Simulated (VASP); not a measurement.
Wanted: the native input for a VASP 6.6.1 run.

| Quantity | Value |
| --- | --- |
| Task | single point |
| Functional | PBEsol |
| Potentials or basis | VASP PAW PBE potentials, release 64 (Cd, In_d) |
| Cutoff | 520 eV |
| k mesh | 18 × 18 × 10 |
| Occupations | gaussian, width 0.15 eV |
| Spin | no spin polarisation |
| Dipole correction | no |
| Further INCAR settings | ALGO = Fast; EDIFF = 1e-07; NBANDS = 20 |

The structure of CdIn lies in POSCAR:

```
CdIn
1.0
    3.3411908985      0.0000000000      0.0000000000
   -1.6705954493      2.8935561970      0.0000000000
    0.0000000000      0.0000000000      5.4859763100
Cd In
1 1
Direct
    0.0000000000      0.0000000000      0.5000000000
    0.6666666667      0.3333333333      0.0000000000
```

This cell differs from its parent crystal: volume 26.519 Å^3 an atom, c/a of the conventional cell 1.6419.

The input as run:

INCAR

```
PREC = Accurate
ENCUT = 520
EDIFF = 1E-7
ISMEAR = 0
SIGMA = 0.15
LREAL = False
LASPH = True
NELM = 60
ALGO = Fast
ISIF = 2
LWAVE = False
LCHARG = False
GGA = PS
NBANDS = 20
```

KPOINTS

```
regular mesh
0
Gamma
  18 18 10
```

Potentials or basis: VASP PAW PBE potentials, release 64 (Cd, In_d).

Command:

```sh
$ cat potpaw_PBE.64/Cd/POTCAR potpaw_PBE.64/In_d/POTCAR > POTCAR
$ mpirun -np 1 vasp_std > vasp.out
```

Results of the run:

| Quantity | Value |
| --- | --- |
| Pressure | -3.8 GPa |

Caveat: the PAW data sets were made with another functional, which shifts forces and pressure a little.

Wall time 2.5 min on 1 thread of Intel(R) Xeon(R) 6975P-C (Granite Rapids) (shared host), peak memory 0.36 GiB.
